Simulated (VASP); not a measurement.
**WSe2: single point with PBEsol+D3(BJ)**

Crystal: WSe2.

```
CELL_PARAMETERS angstrom
3.27538 0.00000 0.00000
-1.63769 2.83656 0.00000
0.00000 0.00000 13.28393
ATOMIC_POSITIONS crystal
W 0.33333 0.66667 0.25000
W 0.66667 0.33333 0.75000
Se 0.33333 0.66667 0.62400
Se 0.66667 0.33333 0.12400
Se 0.33333 0.66667 0.87600
Se 0.66667 0.33333 0.37600
```

```
Program                : VASP 6.6.1
Task                   : single point
Functional             : PBEsol
Dispersion             : D3(BJ)
Potentials or basis    : VASP PAW PBE potentials, release 64 (W_sv, Se)
Cutoff                 : 520 eV
k mesh                 : 12 × 12 × 2
Occupations            : gaussian, width 0.02 eV
Spin                   : no spin polarisation
Dipole correction      : no
Further INCAR settings : ALGO = Normal; EDIFF = 1e-07; NBANDS = 35
```

| Property | Result |
| --- | --- |
| Pressure | -3.4 GPa |
| Largest force | 0.060 eV/Å |
| Band gap on the k mesh | 1.06 eV (least direct gap 1.58 eV) |
| Dispersion energy per atom | -0.430 eV |

Forces in eV/Å, atoms in the order of the input:
```
W    0.000  0.000  0.000
W    0.000  0.000  0.000
Se   0.000  0.000 -0.060
Se   0.000  0.000 -0.060
Se   0.000  0.000  0.060
Se   0.000  0.000  0.060
```

Stress tensor (GPa, compression positive):
```
-3.44  0.00  0.00
 0.00 -3.44  0.00
 0.00  0.00 -3.29
```

Levels at points of the mesh, in eV from the valence-band top:
```tsv
k point	band 22	band 23	band 24	band 25	band 26	band 27	band 28	band 29	band 30	band 31
(0.00, 0.00, 0.00)	-1.38	-1.38	-1.21	-1.06	0.00	2.80	2.80	2.84	2.84	2.93
(0.50, 0.00, 0.00)	-2.35	-1.33	-1.22	-1.18	-0.99	2.28	2.31	2.43	2.77	3.07
(0.00, 0.00, 0.50)	-1.40	-1.40	-1.40	-0.24	-0.24	2.81	2.81	2.81	2.81	3.02
(0.50, 0.00, 0.50)	-2.45	-1.26	-1.26	-1.09	-1.09	2.29	2.29	2.63	2.63	3.45
```

Wall time 120 s on 1 thread of Intel(R) Xeon(R) Platinum 8259CL CPU @ 2.50GHz (Skylake/Cascade Lake) (shared host), peak memory 0.32 GiB.

Caveat: the cell stands under tension; the PAW data sets were made with another functional, which shifts forces and pressure a little; spin-orbit coupling is left out, which moves the levels of the heavy elements. A k mesh can miss the band edges.
